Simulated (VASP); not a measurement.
LuH2 (d3):

```
CELL_PARAMETERS angstrom
0.00000 2.51650 2.51650
2.51650 0.00000 2.51650
2.51650 2.51650 0.00000
ATOMIC_POSITIONS crystal
Lu 0.00000 0.00000 0.00000
H 0.25000 0.25000 0.25000
H 0.75000 0.75000 0.75000
```

* Program: VASP 6.6.1
* Task: relaxation of cell and atoms
* Functional: PBEsol
* Dispersion: D3(BJ)
* Potentials or basis: VASP PAW PBE potentials, release 64 (Lu, H)
* Cutoff: 600 eV
* k mesh: 14 × 14 × 14
* Occupations: gaussian, width 0.1 eV
* Spin: no spin polarisation

At the start: pressure -6.5 GPa; volume 10.62 Å³/atom.

Question: How do energy, volume and symmetry change on relaxing?

Answer: Over 22 steps the energy falls by 15.7 meV/atom and the volume is 9.89 Å³/atom (-6.9 %); space group Fm-3m (No. 225, to 0.05 Å).

Step by step:
```
step  energy change (eV)  largest force (eV/Å)  pressure (GPa)  volume (Å³)
   1              0.0000                0.0000           -6.48        31.87
   2             -0.0464                0.0000           -1.00        29.93
   3             -0.0470                0.0000            0.11        29.63
   4             -0.0471                0.0000            0.12        29.67
   5             -0.0469                0.0000           -0.41        29.80
   6             -0.0470                0.0000           -0.13        29.71
   7             -0.0470                0.0000           -0.07        29.71
   8             -0.0470                0.0000           -0.09        29.71
   9             -0.0470                0.0000           -0.17        29.71
  10             -0.0470                0.0000           -0.14        29.71
  11             -0.0470                0.0000           -0.13        29.71
  12             -0.0470                0.0000           -0.12        29.71
  13             -0.0470                0.0000           -0.07        29.71
  14             -0.0470                0.0000           -0.09        29.71
  15             -0.0470                0.0000           -0.07        29.71
  16             -0.0471                0.0000           -0.22        29.70
  17             -0.0471                0.0000           -0.09        29.69
  18             -0.0471                0.0000           -0.05        29.67
  19             -0.0470                0.0000            0.14        29.63
  20             -0.0471                0.0000            0.12        29.66
  21             -0.0471                0.0000            0.05        29.67
  22             -0.0471                0.0000           -0.03        29.67
```

Final structure:
```xyz
3
Lattice="0.0000 2.4572 2.4572 2.4572 0.0000 2.4572 2.4572 2.4572 0.0000" Properties=species:S:1:pos:R:3 pbc="T T T"
Lu    0.0000    0.0000    0.0000
H     1.2286    1.2286    1.2286
H     3.6858    3.6858    3.6858
```

Caveat: the PAW data sets were made with another functional, which shifts forces and pressure a little; pairwise dispersion overbinds metals, which lowers pressure and volume.
